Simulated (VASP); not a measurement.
# CaSe (I-4m2) in VASP: further runs

The runs below take CaSe through single point, with LDA.

Program: VASP 6.6.1. These are calculated values, not measurements. Logs are shortened: lines on timing, memory, paths and dates and some standing lists are left out, and cuts for length are marked.

**1. The cell of the first run**

The structure is tetragonal, space group I-4m2 (No. 119). Conventional cell: a = 4.521 Å, b = 4.521 Å, c = 7.033 Å, α = 90.00°, β = 90.00°, γ = 90.00°. Ca (site symmetry -4m2) has 4 Se at 2.86 Å within 3.8 Å. Se (site symmetry -4m2) has 4 Ca at 2.86 Å within 3.8 Å.

**2. Single point, LDA**

Contents of INCAR:

```
  PREC = Accurate
  ENCUT = 520
  EDIFF = 1E-6
  ISMEAR = 0
  SIGMA = 0.05
  LREAL = False
  LASPH = True
  NELM = 60
  ALGO = Normal
  ISIF = 2
  LWAVE = False
  LCHARG = False
  NBANDS = 15
```

Contents of KPOINTS:

```
Automatic mesh
0
Gamma
  8 8 8
```

Contents of POSCAR:

```
CaSe
1.0
    0.0000000000      3.1968067103      3.5164873813
    3.1968067103      0.0000000000      3.5164873813
    3.1968067103      3.1968067103      0.0000000000
Ca Se
1 1
Direct
    0.0000000000      0.0000000000      0.0000000000
    0.7500000000      0.7500000000      0.7500000000
```

Potentials or basis: VASP PAW LDA potentials, release 64 (Ca_sv, Se).

On the command line:

```sh
$ cat potpaw_LDA.64/Ca_sv/POTCAR potpaw_LDA.64/Se/POTCAR > POTCAR
$ mpirun -np 1 vasp_std > vasp.out
```

OUTCAR:

```text
PREC = Accurate
   ENCUT = 520
   EDIFF = 1E-6
   ISMEAR = 0
   LREAL = False
   LASPH = True
   NELM = 60
   ISIF = 2

 ion  position               nearest neighbor table
   1  0.000  0.000  0.000-   2 2.86   2 2.86   2 2.86   2 2.86
   2  0.750  0.750  0.750-   1 2.86   1 2.86   1 2.86   1 2.86

  LATTYP: Found a body centered tetragonal cell.
 ALAT       =     4.5209674060
 C/A-ratio  =     1.5556349186

  Lattice vectors:

 A1 = (  -3.1968067103,   0.0000000000,   3.5164873813)
 A2 = (   3.1968067103,   0.0000000000,   3.5164873813)
 A3 = (   0.0000000000,   3.1968067103,  -3.5164873813)

Analysis of symmetry for initial positions (statically):
=====================================================================
 Subroutine PRICEL returns:
 Original cell was already a primitive cell.

 Routine SETGRP: Setting up the symmetry group for a
 body centered tetragonal supercell.

 Subroutine GETGRP returns: Found  8 space group operations
 (whereof  8 operations were pure point group operations)
 out of a pool of 16 trial point group operations.

The static configuration has the point symmetry D_2d.

Analysis of symmetry for dynamics (positions and initial velocities):
=====================================================================
 Subroutine PRICEL returns:
 Original cell was already a primitive cell.

 Routine SETGRP: Setting up the symmetry group for a
 body centered tetragonal supercell.

 Subroutine GETGRP returns: Found  8 space group operations
 (whereof  8 operations were pure point group operations)
 out of a pool of 16 trial point group operations.

The dynamic configuration has the point symmetry D_2d.

 Subroutine INISYM returns: Found  8 space group operations
 (whereof  8 operations are pure point group operations),
 and found     1 'primitive' translations

----------------------------------------------------------------------------------------

                                     Primitive cell

  volume of cell :      71.8740

  direct lattice vectors                    reciprocal lattice vectors
     0.000000000  3.196806710  3.516487381    -0.156406078  0.156406078  0.142187344
     3.196806710  0.000000000  3.516487381     0.156406078 -0.156406078  0.142187344
     3.196806710  3.196806710  0.000000000     0.156406078  0.156406078 -0.142187344

  length of vectors
     4.752394833  4.752394833  4.520967406     0.262950496  0.262950496  0.262950496

  position of ions in fractional coordinates (direct lattice)
     0.000000000  0.000000000  0.000000000
     0.750000000  0.750000000  0.750000000
[... 88 lines left out ...]
   NELECT =      16.0000    total number of electrons
   NUPDOWN=      -1.0000    fix difference up-down
   EMIN   =  10.00;   EMAX   =-10.00  energy-range for DOS
   EFERMI =   0.00;   METHOD = LEGACY
   ISMEAR =     0;   SIGMA  =   0.05  broadening in eV -4-tet -1-fermi 0-gaus
   EFERMI_NEDOS =   21; number of points for ismear=-14 and -15
   IALGO  =     38    algorithm
   IMIX   =      4    mixing-type and parameters
     AMIX     =   0.40;   BMIX     =  1.00
     AMIX_MAG =   1.60;   BMIX_MAG =  1.00
  volume/ion in A,a.u.               =      35.94       242.51
  Fermi-wavevector in a.u.,A,eV,Ry     =   0.992181  1.874950 13.393889  0.984423
  Thomas-Fermi vector in A             =   2.123975
   LORBIT       =      0    0 simple, 1 ext, 2 COOP (PROOUT), +10 PAW based schemes
   GGA     = CA    functional components
   LHFCALC =     F    Hartree Fock is set to
   AEXX    =    0.0000 exact exchange contribution
   IVDW    =     0    specifies the selected vdW correction
   LEPSILON=     F    determine dielectric tensor
   LRPA    =     F    only Hartree local field effects (RPA)
 non-spin polarized calculation
 Gauss-broadening in eV      SIGMA  =   0.05
  energy-cutoff  :      520.00
  volume of cell :       71.87
 maximum number of plane-waves:      1957
   NGX = 17   NGY = 17   NGZ = 17

 number of electron      16.0000000 magnetization

 Free energy of the ion-electron system (eV)
  ---------------------------------------------------
  ext. energy  EPLUGINS =         0.00000000
  ---------------------------------------------------
  free energy    TOTEN  =        -9.79980965 eV

  energy without entropy =       -9.79980965  energy(sigma->0) =       -9.79980965

 E-fermi :  -0.1322     XC(G=0):  -7.9549

 val. band max:       -0.3656852198   @ k =  -0.3750   0.2500   0.0000
 cond. band min:       2.3326116765   @ k =   0.0000   0.0000   0.0000
 fundamental gap:      2.6982968963
 Fermi energy:        -0.1322332635

 k-point     1 :       0.0000    0.0000    0.0000
  band No.  band energies     occupation
      1     -39.2171      2.00000
      2     -20.5305      2.00000
      3     -20.5305      2.00000
      4     -20.5055      2.00000
      5     -10.8688      2.00000
      6      -0.7026      2.00000
      7      -0.5546      2.00000
      8      -0.5546      2.00000
      9       2.3326      0.00000
     10       4.4211      0.00000
     11       4.8752      0.00000
     12       6.2681      0.00000
     13       6.7503      0.00000
     14       6.7503      0.00000
[... 401 lines left out ...]
      2     -20.5617      2.00000
      3     -20.5364      2.00000
      4     -20.5138      2.00000
      5     -10.6575      2.00000
      6      -1.5653      2.00000
      7      -0.7136      2.00000
      8      -0.5162      2.00000
      9       4.0051      0.00000
     10       4.4766      0.00000
     11       4.8667      0.00000
     12       5.3508      0.00000
     13       5.8963      0.00000
     14       6.2872      0.00000
     15       7.5650      0.00000

 [... further k-points ...]

------------------------ aborting loop because EDIFF is reached ----------------------------------------

  FORCE on cell =-STRESS in cart. coord.  units (eV):
  Direction    XX          YY          ZZ          XY          YZ          ZX
  --------------------------------------------------------------------------------------
  -------------------------------------------------------------------------------------
  Total       -1.0559858     -1.0559858     -1.5686177      0.0000000     -0.0000000      0.0000000
  in kB      -23.5394798    -23.5394798    -34.9667999      0.0000000     -0.0000000      0.0000000
  external PRESSURE =     -27.3485865 kB  Pullay stress =       0.0000000 kB

 VOLUME and BASIS-vectors are now :
 -----------------------------------------------------------------------------
  energy-cutoff  :      520.00
  volume of cell :       71.87
      direct lattice vectors                 reciprocal lattice vectors
     0.000000000  3.196806710  3.516487381    -0.156406078  0.156406078  0.142187344
     3.196806710  0.000000000  3.516487381     0.156406078 -0.156406078  0.142187344
     3.196806710  3.196806710  0.000000000     0.156406078  0.156406078 -0.142187344

 POSITION                                       TOTAL-FORCE (eV/Angst)
 -----------------------------------------------------------------------------------
      0.00000      0.00000      0.00000        -0.000000     -0.000000     -0.000000
      4.79521      4.79521      5.27473         0.000000      0.000000      0.000000
 -----------------------------------------------------------------------------------
    total drift:                                0.000000      0.000000      0.000000

  FREE ENERGIE OF THE ION-ELECTRON SYSTEM (eV)
  ---------------------------------------------------
  free  energy   TOTEN  =        -9.7998096549 eV

  energy  without entropy=       -9.7998096549  energy(sigma->0) =       -9.79980965
```

OSZICAR:

```text
N       E                     dE             d eps       ncg     rms          rms(c)
DAV:   1     0.106186821008E+03    0.10619E+03   -0.71335E+03  1770   0.939E+02
DAV:   2    -0.472821341739E+01   -0.11092E+03   -0.10530E+03  2169   0.228E+02
DAV:   3    -0.100046948714E+02   -0.52765E+01   -0.52268E+01  2580   0.475E+01
DAV:   4    -0.103056752659E+02   -0.30098E+00   -0.30080E+00  2426   0.953E+00
DAV:   5    -0.103086850102E+02   -0.30097E-02   -0.30096E-02  2478   0.106E+00    0.451E+00
DAV:   6    -0.987091007855E+01    0.43777E+00   -0.56148E-01  2036   0.325E+00    0.253E+00
DAV:   7    -0.980267991229E+01    0.68230E-01   -0.18070E-01  2309   0.227E+00    0.101E+00
DAV:   8    -0.979995713923E+01    0.27228E-02   -0.22615E-02  2183   0.114E+00    0.176E-01
DAV:   9    -0.979961130155E+01    0.34584E-03   -0.21677E-03  2246   0.383E-01    0.911E-02
DAV:  10    -0.979981041175E+01   -0.19911E-03   -0.37536E-04  1987   0.116E-01    0.292E-02
DAV:  11    -0.979980936278E+01    0.10490E-05   -0.10153E-04  2288   0.571E-02    0.531E-03
DAV:  12    -0.979980965486E+01   -0.29208E-06   -0.37725E-06  2309   0.130E-02
   1 F= -.97998097E+01 E0= -.97998097E+01  d E =-.215810E-12
```

stdout:

```text
POSCAR found type information on POSCAR CaSe
 POSCAR found :  2 types and       2 ions
 scaLAPACK will be used
 LDA part: xc-table for (Slater(with rela. corr.)+CA(PZ))
 , standard interpolation
 POSCAR, INCAR and KPOINTS ok, starting setup
 FFT: planning ... GRIDC
 FFT: planning ... GRID_SOFT
 FFT: planning ... GRID
 WAVECAR not read
 entering main loop
```

It took 21 s on 1 thread of Intel Xeon 6975P-C (Granite Rapids), shared host; peak memory 0.21 GiB.

Results:

```
Free energy            : -9.7998 eV
Pressure               : -2.7 GPa
Band gap on the k mesh : 2.70 eV (least direct gap 2.89 eV)
```

Levels at points of the mesh, in eV from the valence-band top:
| k point | band 6 | band 7 | band 8 | band 9 | band 10 | band 11 |
| --- | --- | --- | --- | --- | --- | --- |
| (0.00, 0.00, 0.00) | -0.34 | -0.19 | -0.19 | 2.70 | 4.79 | 5.24 |
| (0.50, 0.00, 0.00) | -1.41 | -0.32 | -0.02 | 4.68 | 4.95 | 5.16 |
| (0.50, 0.50, 0.00) | -1.55 | -0.02 | -0.02 | 3.11 | 4.59 | 5.68 |
| (0.50, 0.00, 0.50) | -1.36 | -0.31 | -0.26 | 3.25 | 4.52 | 5.69 |

 A k mesh can miss the band edges.

**3. Single point, LDA**

This run uses another cell than the first one, of the same volume but with other edges.

Contents of INCAR:

```
PREC = Accurate
ENCUT = 520
EDIFF = 1E-7
ISMEAR = 0
SIGMA = 0.05
LREAL = F
LASPH = T
NELM = 60
ALGO = Normal
ISIF = 2
LWAVE = F
LCHARG = F
GGA = CA
NBANDS = 15
```

KPOINTS is that of step 2.

Contents of POSCAR:

```
CaSe
1.0
    0.0000000000      3.8095717218      2.4762216192
    3.8095717218      0.0000000000      2.4762216192
    3.8095717218      3.8095717218      0.0000000000
Ca Se
1 1
Direct
    0.0000000000      0.0000000000      0.0000000000
    0.7500000000      0.7500000000      0.7500000000
```

Potentials or basis: VASP PAW LDA potentials, release 64 (Ca_sv, Se).

On the command line:

```sh
$ cat potpaw_LDA.64/Ca_sv/POTCAR potpaw_LDA.64/Se/POTCAR > POTCAR
$ mpirun -np 1 vasp_std > vasp.out
```

OUTCAR:

```text
PREC = Accurate
   ENCUT = 520
   EDIFF = 1E-7
   ISMEAR = 0
   LREAL = F
   LASPH = T
   NELM = 60
   ISIF = 2
   GGA = CA

 ion  position               nearest neighbor table
   1  0.000  0.000  0.000-   2 2.96   2 2.96   2 2.96   2 2.96
   2  0.750  0.750  0.750-   1 2.96   1 2.96   1 2.96   1 2.96

  LATTYP: Found a body centered tetragonal cell.
 ALAT       =     5.3875479958
 C/A-ratio  =     0.9192388156

  Lattice vectors:

 A1 = (   0.0000000000,  -3.8095717218,  -2.4762216192)
 A2 = (   0.0000000000,   3.8095717218,  -2.4762216192)
 A3 = (   3.8095717218,   0.0000000000,   2.4762216192)

Analysis of symmetry for initial positions (statically):
=====================================================================
 Subroutine PRICEL returns:
 Original cell was already a primitive cell.

 Routine SETGRP: Setting up the symmetry group for a
 body centered tetragonal supercell.

 Subroutine GETGRP returns: Found  8 space group operations
 (whereof  8 operations were pure point group operations)
 out of a pool of 16 trial point group operations.

The static configuration has the point symmetry D_2d.

Analysis of symmetry for dynamics (positions and initial velocities):
=====================================================================
 Subroutine PRICEL returns:
 Original cell was already a primitive cell.

 Routine SETGRP: Setting up the symmetry group for a
 body centered tetragonal supercell.

 Subroutine GETGRP returns: Found  8 space group operations
 (whereof  8 operations were pure point group operations)
 out of a pool of 16 trial point group operations.

The dynamic configuration has the point symmetry D_2d.

 Subroutine INISYM returns: Found  8 space group operations
 (whereof  8 operations are pure point group operations),
 and found     1 'primitive' translations

----------------------------------------------------------------------------------------

                                     Primitive cell

[... 120 lines left out ...]
   LRPA    =     F    only Hartree local field effects (RPA)
 non-spin polarized calculation
 Gauss-broadening in eV      SIGMA  =   0.05
  energy-cutoff  :      520.00
  volume of cell :       71.87
 maximum number of plane-waves:      1960
 NGX is ok and might be reduce to    36

 number of electron      16.0000000 magnetization

 Free energy of the ion-electron system (eV)
  ---------------------------------------------------
  ext. energy  EPLUGINS =         0.00000000
  ---------------------------------------------------
  free energy    TOTEN  =        -9.67599382 eV

  energy without entropy =       -9.67599382  energy(sigma->0) =       -9.67599382

 E-fermi :   0.4673     XC(G=0):  -8.0567

 val. band max:        0.1612843189   @ k =   0.2500   0.0000   0.2500
 cond. band min:       2.1563521474   @ k =   0.0000   0.0000   0.0000
 fundamental gap:      1.9950678285
 Fermi energy:         0.4673312436

 k-point     1 :       0.0000    0.0000    0.0000
  band No.  band energies     occupation
      1     -39.5247      2.00000
      2     -20.8652      2.00000
      3     -20.7691      2.00000
      4     -20.7691      2.00000
      5     -10.7075      2.00000
      6      -0.2797      2.00000
      7      -0.2797      2.00000
      8       0.0537      2.00000
      9       2.1564      0.00000
     10       3.6227      0.00000
     11       4.9089      0.00000
     12       5.4411      0.00000
     13       5.4411      0.00000
     14       6.1093      0.00000
[... 401 lines left out ...]
      2     -20.8756      2.00000
      3     -20.7855      2.00000
      4     -20.7742      2.00000
      5     -10.5019      2.00000
      6      -1.4067      2.00000
      7      -0.6197      2.00000
      8      -0.0717      2.00000
      9       3.7665      0.00000
     10       3.8803      0.00000
     11       4.5950      0.00000
     12       5.2898      0.00000
     13       5.5770      0.00000
     14       6.2812      0.00000
     15       7.4938      0.00000

 [... further k-points ...]

------------------------ aborting loop because EDIFF is reached ----------------------------------------

  FORCE on cell =-STRESS in cart. coord.  units (eV):
  Direction    XX          YY          ZZ          XY          YZ          ZX
  --------------------------------------------------------------------------------------
  -------------------------------------------------------------------------------------
  Total       -2.9573131     -2.9573131     -1.6538889      0.0000000     -0.0000000      0.0000000
  in kB      -65.9228659    -65.9228659    -36.8676208      0.0000000     -0.0000000      0.0000000
  external PRESSURE =     -56.2377842 kB  Pullay stress =       0.0000000 kB

 VOLUME and BASIS-vectors are now :
 -----------------------------------------------------------------------------
  energy-cutoff  :      520.00
  volume of cell :       71.87
      direct lattice vectors                 reciprocal lattice vectors
     0.000000000  3.809571722  2.476221619    -0.131248349  0.131248349  0.201920537
     3.809571722  0.000000000  2.476221619     0.131248349 -0.131248349  0.201920537
     3.809571722  3.809571722  0.000000000     0.131248349  0.131248349 -0.201920537

 POSITION                                       TOTAL-FORCE (eV/Angst)
 -----------------------------------------------------------------------------------
      0.00000      0.00000      0.00000         0.000000      0.000000      0.000000
      5.71436      5.71436      3.71433        -0.000000     -0.000000     -0.000000
 -----------------------------------------------------------------------------------
    total drift:                               -0.000000     -0.000000      0.000000

  FREE ENERGIE OF THE ION-ELECTRON SYSTEM (eV)
  ---------------------------------------------------
  free  energy   TOTEN  =        -9.6759938157 eV

  energy  without entropy=       -9.6759938157  energy(sigma->0) =       -9.67599382
```

OSZICAR:

```text
N       E                     dE             d eps       ncg     rms          rms(c)
DAV:   1     0.104675363252E+03    0.10468E+03   -0.71304E+03  1770   0.938E+02
DAV:   2    -0.472157083936E+01   -0.10940E+03   -0.10392E+03  2183   0.225E+02
DAV:   3    -0.981215456182E+01   -0.50906E+01   -0.50470E+01  2519   0.470E+01
DAV:   4    -0.101201936605E+02   -0.30804E+00   -0.30789E+00  2422   0.962E+00
DAV:   5    -0.101226179527E+02   -0.24243E-02   -0.24242E-02  2418   0.979E-01    0.458E+00
DAV:   6    -0.972492222398E+01    0.39770E+00   -0.55550E-01  2071   0.329E+00    0.252E+00
DAV:   7    -0.967747552890E+01    0.47447E-01   -0.15376E-01  2358   0.212E+00    0.102E+00
DAV:   8    -0.967625794580E+01    0.12176E-02   -0.23443E-02  2096   0.109E+00    0.181E-01
DAV:   9    -0.967582761062E+01    0.43034E-03   -0.17296E-03  2043   0.318E-01    0.945E-02
DAV:  10    -0.967599296832E+01   -0.16536E-03   -0.24230E-04  2234   0.989E-02    0.239E-02
DAV:  11    -0.967599377089E+01   -0.80257E-06   -0.57689E-05  2218   0.414E-02    0.462E-03
DAV:  12    -0.967599375912E+01    0.11769E-07   -0.29151E-06  2128   0.121E-02    0.161E-03
DAV:  13    -0.967599381570E+01   -0.56574E-07   -0.17818E-07  2492   0.281E-03
   1 F= -.96759938E+01 E0= -.96759938E+01  d E =-.119929E-19
```

It took 25 s on 1 thread of Intel Xeon 6975P-C (Granite Rapids), shared host; peak memory 0.22 GiB.

Results:

| Item | Value |
| --- | --- |
| Free energy | -9.6760 eV |
| Pressure | -5.6 GPa |
| Band gap on the k mesh | 2.00 eV (least direct gap 2.10 eV) |

Caveat: the cell stands under tension. A k mesh can miss the band edges.
